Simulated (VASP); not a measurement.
Ti, 3 atoms in the cell. The cell holds a sheet with vacuum, 3 atoms: a = 4.513 Å, b = 4.513 Å, c = 15.000 Å, α = 90.00°, β = 90.00°, γ = 120.00°. The cell was generated, and may not be a known phase.

```yaml
Program: VASP 6.6.1
Task: single point
Functional: PBE
Potentials_or_basis: VASP PAW PBE potentials, release 64 (Ti_sv)
Cutoff: 520 eV
k_mesh: 6 × 6 × 1
Occupations: gaussian, width 0.1 eV
Spin: no spin polarisation
Dipole_correction: yes
Further_INCAR_settings: ALGO = Normal; EDIFF = 1e-07; NBANDS = 25
```

Potentials or basis: VASP PAW PBE potentials, release 64 (Ti_sv).

The run is started by

```sh
$ cat potpaw_PBE.64/Ti_sv/POTCAR > POTCAR
$ mpirun -np 1 vasp_std > vasp.out
```

Hardware: 1 thread of Intel(R) Xeon(R) Platinum 8488C (Sapphire Rapids) (shared host).

Task: Estimate the wall time of this run.

Result: Wall time 120 s on 1 thread of Intel(R) Xeon(R) Platinum 8488C (Sapphire Rapids), with other jobs on the host, peak memory 0.36 GiB. Counts: scf iterations 25, k points 7.
